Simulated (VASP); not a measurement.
# ScSi2O3 (P4mm) in VASP: further runs, part 3 of 3

VASP 6.6.1. Earlier steps stand in the parts before.

### Step 5. Single point, PBE

This run uses another cell than the first one, of 13.52 Å³/atom.

INCAR

```
SYSTEM = ScSi2O3
PREC = Accurate
ENCUT = 520
EDIFF = 1E-6
ISMEAR = 0
SIGMA = 0.1
LREAL = .False.
LASPH = .True.
NELM = 60
ALGO = Normal
ISIF = 2
LWAVE = .False.
LCHARG = .False.
GGA = PE
NBANDS = 28
```

KPOINTS

```
regular mesh
0
Gamma
  12 12 6
  0 0 0
```

POSCAR

```
ScSi2O3
1.0
    3.2072999624      0.0000000000      0.0000000000
    0.0000000000      3.2072999624      0.0000000000
    0.0000000000      0.0000000000      7.8871505485
Sc Si O
1 2 3
Direct
    0.0000000000      0.0000000000      0.4848023655
    0.5000000000      0.5000000000      0.8646483497
    0.0000000000      0.0000000000      0.1325713671
    0.5000000000      0.0000000000      0.0219961390
    0.0000000000      0.5000000000      0.0219961390
    0.5000000000      0.5000000000      0.4739876397
```

Potentials or basis: VASP PAW PBE potentials, release 64 (Sc_sv, Si, O).

On the command line:

```sh
> cat potpaw_PBE.64/Sc_sv/POTCAR potpaw_PBE.64/Si/POTCAR potpaw_PBE.64/O/POTCAR > POTCAR
> mpirun -np 1 vasp_std > vasp.out
```

OUTCAR:

```text
SYSTEM = ScSi2O3
   PREC = Accurate
   ENCUT = 520
   EDIFF = 1E-6
   ISMEAR = 0
   LREAL = .False.
   LASPH = .True.
   NELM = 60
   ISIF = 2
   GGA = PE

 ion  position               nearest neighbor table
   1  0.000  0.000  0.485-   6 2.27   6 2.27   6 2.27   6 2.27   3 2.78
   2  0.500  0.500  0.865-   4 2.03   5 2.03   4 2.03   5 2.03   3 3.10   3 3.10   3 3.10   3 3.10

   3  0.000  0.000  0.133-   4 1.83   5 1.83   5 1.83   4 1.83   1 2.78   2 3.10   2 3.10   2 3.10
                             2 3.10
   4  0.500  0.000  0.022-   3 1.83   3 1.83   2 2.03   2 2.03
   5  0.000  0.500  0.022-   3 1.83   3 1.83   2 2.03   2 2.03
   6  0.500  0.500  0.474-   1 2.27   1 2.27   1 2.27   1 2.27

  LATTYP: Found a simple tetragonal cell.
 ALAT       =     3.2072999624
 C/A-ratio  =     2.4591246971

  Lattice vectors:

 A1 = (   3.2072999624,   0.0000000000,   0.0000000000)
 A2 = (   0.0000000000,   3.2072999624,   0.0000000000)
 A3 = (   0.0000000000,   0.0000000000,   7.8871505485)

Analysis of symmetry for initial positions (statically):
=====================================================================
 Subroutine PRICEL returns:
 Original cell was already a primitive cell.

 Routine SETGRP: Setting up the symmetry group for a
 simple tetragonal supercell.

 Subroutine GETGRP returns: Found  8 space group operations
 (whereof  8 operations were pure point group operations)
 out of a pool of 16 trial point group operations.

The static configuration has the point symmetry C_4v.

Analysis of symmetry for dynamics (positions and initial velocities):
=====================================================================
 Subroutine PRICEL returns:
 Original cell was already a primitive cell.

 Routine SETGRP: Setting up the symmetry group for a
 simple tetragonal supercell.

 Subroutine GETGRP returns: Found  8 space group operations
 (whereof  8 operations were pure point group operations)
 out of a pool of 16 trial point group operations.

The dynamic configuration has the point symmetry C_4v.

 Subroutine INISYM returns: Found  8 space group operations
 (whereof  8 operations are pure point group operations),
 and found     1 'primitive' translations

----------------------------------------------------------------------------------------

                                     Primitive cell

  volume of cell :      81.1333

  direct lattice vectors                    reciprocal lattice vectors
     3.207299962  0.000000000  0.000000000     0.311788736  0.000000000  0.000000000
     0.000000000  3.207299962  0.000000000     0.000000000  0.311788736  0.000000000
     0.000000000  0.000000000  7.887150549     0.000000000  0.000000000  0.126788502

  length of vectors
     3.207299962  3.207299962  7.887150549     0.311788736  0.311788736  0.126788502

  position of ions in fractional coordinates (direct lattice)
     0.000000000  0.000000000  0.484802366
     0.500000000  0.500000000  0.864648350
     0.000000000  0.000000000  0.132571367
     0.500000000  0.000000000  0.021996139
     0.000000000  0.500000000  0.021996139
     0.500000000  0.500000000  0.473987640

  ion indices of the primitive-cell ions
   primitive index   ion index
                 1           1
                 2           2
                 3           3
                 4           4
[... 26 lines left out ...]

 Found    112 irreducible k-points:

 Following reciprocal coordinates:
            Coordinates               Weight
  0.000000  0.000000  0.000000      1.000000
  0.083333  0.000000  0.000000      4.000000
  0.166667  0.000000  0.000000      4.000000
  0.250000  0.000000  0.000000      4.000000
  0.333333  0.000000  0.000000      4.000000
  0.416667  0.000000  0.000000      4.000000
[... 16 lines left out ...]
  0.333333  0.333333  0.000000      4.000000
  0.416667  0.333333  0.000000      8.000000
 [... further k-points ...]
   k-points           NKPTS =    112   k-points in BZ     NKDIM =    112   number of bands    NBANDS=     28
   number of dos      NEDOS =    301   number of ions     NIONS =      6
   total plane-waves  NPLWV =  34560
   dimension x,y,z NGX =    24 NGY =   24 NGZ =   60
   dimension x,y,z NGXF=    48 NGYF=   48 NGZF=  120
   ions per type =               1   2   3
   NGX,Y,Z   is equivalent  to a cutoff of  12.44, 12.44, 12.65 a.u.
   NGXF,Y,Z  is equivalent  to a cutoff of  24.88, 24.88, 25.29 a.u.
 SYSTEM =  ScSi2O3
   PREC   = accura    normal or accurate (medium, high low for compatibility)
   ISTART =      0    job   : 0-new  1-cont  2-samecut
   ICHARG =      2    charge: 1-file 2-atom 10-const
   ISPIN  =      1    spin polarized calculation?
   LNONCOLLINEAR =      F non collinear calculations
   LSORBIT =      F    spin-orbit coupling
   LASPH  =      T    aspherical Exc in radial PAW
   ENCUT  =  520.0 eV  38.22 Ry    6.18 a.u.   5.96  5.96 14.66*2*pi/ulx,y,z
   NELM   =     60;   NELMIN=  2; NELMDL= -5     # of ELM steps
   EDIFF  = 0.1E-05   stopping-criterion for ELM
   LREAL  =      F    real-space projection
   EDIFFG = 0.1E-04   stopping-criterion for IOM
   NSW    =      0    number of steps for IOM
   IBRION =     -1    ionic relax: 0-MD 1-quasi-New 2-CG
   NFREE  =      0    steps in history (QN), initial steepest desc. (CG)
   ISIF   =      2    stress and relaxation
   ISYM   =      2    0-nonsym 1-usesym 2-fastsym
   POTIM  = 0.5000    time-step for ionic-motion
   TEBEG  =    0.0;   TEEND  =   0.0 temperature during run
   PSTRESS=    0.0 pullay stress
   NELECT =      37.0000    total number of electrons
   NUPDOWN=      -1.0000    fix difference up-down
   EMIN   =  10.00;   EMAX   =-10.00  energy-range for DOS
   EFERMI =   0.00;   METHOD = LEGACY
   ISMEAR =     0;   SIGMA  =   0.10  broadening in eV -4-tet -1-fermi 0-gaus
   EFERMI_NEDOS =   21; number of points for ismear=-14 and -15
   IALGO  =     38    algorithm
   IMIX   =      4    mixing-type and parameters
     AMIX     =   0.40;   BMIX     =  1.00
     AMIX_MAG =   1.60;   BMIX_MAG =  1.00
  volume/ion in A,a.u.               =      13.52        91.25
  Fermi-wavevector in a.u.,A,eV,Ry     =   1.260112  2.381265 21.604433  1.587881
  Thomas-Fermi vector in A             =   2.393638
   LORBIT       =      0    0 simple, 1 ext, 2 COOP (PROOUT), +10 PAW based schemes
   GGA     = PE    functional components
   LHFCALC =     F    Hartree Fock is set to
   AEXX    =    0.0000 exact exchange contribution
   IVDW    =     0    specifies the selected vdW correction
   LEPSILON=     F    determine dielectric tensor
   LRPA    =     F    only Hartree local field effects (RPA)
 non-spin polarized calculation
 Gauss-broadening in eV      SIGMA  =   0.10
  energy-cutoff  :      520.00
  volume of cell :       81.13
 maximum number of plane-waves:      2220
 NGX is ok and might be reduce to    24
   NGX = 11   NGY = 11   NGZ = 29

 number of electron      36.9999989 magnetization

 Free energy of the ion-electron system (eV)
  ---------------------------------------------------
  ext. energy  EPLUGINS =         0.00000000
  ---------------------------------------------------
  free energy    TOTEN  =       -41.34204140 eV

  energy without entropy =      -41.33698393  energy(sigma->0) =      -41.33951266

 E-fermi :   6.4682     XC(G=0): -10.2874

 val. band max:        6.4281583443   @ k =   0.4167   0.3333   0.1667
 cond. band min:       6.5149826715   @ k =   0.4167   0.4167   0.1667
 fundamental gap:      0.0868243272
 Fermi energy:         6.4682199394

 k-point     1 :       0.0000    0.0000    0.0000
  band No.  band energies     occupation
      1     -44.0594      2.00000
      2     -22.6819      2.00000
      3     -22.5214      2.00000
      4     -22.5214      2.00000
      5     -17.9057      2.00000
      6     -13.3074      2.00000
[... 733 lines left out ...]
     27      11.5574      0.00000
     28      11.5873      0.00000

 [... further k-points ...]
[... 5 lines left out ...]
  --------------------------------------------------------------------------------------
  -------------------------------------------------------------------------------------
  Total        0.1358297      0.1358297     -0.0137683      0.0000000      0.0000000      0.0000000
  in kB        2.6822925      2.6822925     -0.2718899      0.0000000      0.0000000      0.0000000
  external PRESSURE =       1.6975651 kB  Pullay stress =       0.0000000 kB

 VOLUME and BASIS-vectors are now :
 -----------------------------------------------------------------------------
  energy-cutoff  :      520.00
  volume of cell :       81.13
      direct lattice vectors                 reciprocal lattice vectors
     3.207299962  0.000000000  0.000000000     0.311788736  0.000000000  0.000000000
     0.000000000  3.207299962  0.000000000     0.000000000  0.311788736  0.000000000
     0.000000000  0.000000000  7.887150549     0.000000000  0.000000000  0.126788502

 POSITION                                       TOTAL-FORCE (eV/Angst)
 -----------------------------------------------------------------------------------
      0.00000      0.00000      3.82371         0.000000     -0.000000      0.009841
      1.60365      1.60365      6.81961         0.000000     -0.000000      0.004353
      0.00000      0.00000      1.04561         0.000000     -0.000000      0.012507
      1.60365      0.00000      0.17349         0.000000     -0.000000     -0.011042
      0.00000      1.60365      0.17349         0.000000      0.000000     -0.011042
      1.60365      1.60365      3.73841         0.000000      0.000000     -0.004618
 -----------------------------------------------------------------------------------
    total drift:                                0.000000      0.000000      0.000013

  FREE ENERGIE OF THE ION-ELECTRON SYSTEM (eV)
  ---------------------------------------------------
  free  energy   TOTEN  =       -41.3420413971 eV

  energy  without entropy=      -41.3369839290  energy(sigma->0) =      -41.33951266
```

OSZICAR:

```text
N       E                     dE             d eps       ncg     rms          rms(c)
DAV:   1     0.410845635319E+03    0.41085E+03   -0.17443E+04  6280   0.128E+03
DAV:   2     0.544365061332E+01   -0.40540E+03   -0.38814E+03  6796   0.397E+02
DAV:   3    -0.456730142894E+02   -0.51117E+02   -0.49540E+02  8944   0.136E+02
DAV:   4    -0.481724909575E+02   -0.24995E+01   -0.24856E+01  9572   0.327E+01
DAV:   5    -0.482082554429E+02   -0.35764E-01   -0.35714E-01  8408   0.353E+00    0.166E+01
DAV:   6    -0.418672049602E+02    0.63411E+01   -0.30451E+01 10224   0.388E+01    0.808E+00
DAV:   7    -0.414968739629E+02    0.37033E+00   -0.38177E+00 10428   0.129E+01    0.405E+00
DAV:   8    -0.413634849069E+02    0.13339E+00   -0.45812E-01  9444   0.562E+00    0.181E+00
DAV:   9    -0.413416116413E+02    0.21873E-01   -0.74833E-02  7940   0.156E+00    0.434E-01
DAV:  10    -0.413416039156E+02    0.77257E-05   -0.13495E-02  9240   0.771E-01    0.144E-01
DAV:  11    -0.413419334955E+02   -0.32958E-03   -0.94530E-04  8120   0.191E-01    0.531E-02
DAV:  12    -0.413420282022E+02   -0.94707E-04   -0.10131E-04  7596   0.698E-02    0.183E-02
DAV:  13    -0.413420400433E+02   -0.11841E-04   -0.28463E-05  7920   0.435E-02    0.603E-03
DAV:  14    -0.413420414140E+02   -0.13707E-05   -0.54062E-06  8132   0.163E-02    0.328E-03
DAV:  15    -0.413420413971E+02    0.16945E-07   -0.56648E-07  4800   0.604E-03
   1 F= -.41342041E+02 E0= -.41339513E+02  d E =-.505747E-02
```

stdout:

```text
POSCAR found type information on POSCAR ScSiO
 POSCAR found :  3 types and       6 ions
 scaLAPACK will be used
 LDA part: xc-table for (Slater+PW92), standard interpolation
 POSCAR, INCAR and KPOINTS ok, starting setup
 FFT: planning ... GRIDC
 FFT: planning ... GRID_SOFT
 FFT: planning ... GRID
 WAVECAR not read
 entering main loop
```

Wall time 4.3 min (1 thread of Intel Xeon 8259CL, shared host); peak memory 0.34 GiB.

What came out:

```yaml
Free_energy: -41.3420 eV
Pressure: 0.2 GPa
Largest_force: 0.013 eV/Å
Band_gap_on_the_k_mesh: zero (an odd number of electrons rules out a gap without spin polarisation)
```

Forces in eV/Å, atoms in the order of the input:
```
Sc   0.000  0.000  0.010
Si   0.000  0.000  0.004
Si   0.000  0.000  0.013
O    0.000  0.000 -0.011
O    0.000  0.000 -0.011
O    0.000  0.000 -0.005
```

Stress tensor (GPa, compression positive):
```
 0.27  0.00  0.00
 0.00  0.27  0.00
 0.00  0.00 -0.03
```

Caveat: an odd number of electrons without spin polarisation forces a metal; a magnetic or distorted state may lie lower.

### Step 6. The runs side by side

```csv
task,cell,k mesh,cutoff (eV),gap on the mesh (eV),pressure (GPa),largest force (eV/Å)
single point,"a = 3.173, b = 3.173, c = 6.747 Å, 6 atoms, atomic positions A",6 × 6 × 4,520,none,14.5,6.08
single point,"a = 3.210, b = 3.210, c = 7.861 Å, 6 atoms, atomic positions B",6 × 6 × 4,520,none,0.2,0.02
relaxation of cell and atoms,"relaxed from a = 3.173, b = 3.173, c = 6.747 Å, 6 atoms, atomic positions A",6 × 6 × 4,600,none,0.0,0.03
single point,"a = 3.207, b = 3.207, c = 7.887 Å, 6 atoms, atomic positions B",12 × 12 × 6,520,none,0.2,0.01
```

Alike in all rows: level PBE; potentials or basis VASP PAW PBE potentials, release 64 (Sc_sv, Si, O); no spin polarisation; smearing gaussian 0.1 eV.

Caveats: an odd number of electrons without spin polarisation forces a metal; a magnetic or distorted state may lie lower; the cell stands under pressure (at least some runs); the volume moved by over 15 % at a fixed basis, so the end points are rough (at least some runs).

Total energies depend on the potentials used, so only differences within one code and one set of settings carry meaning.
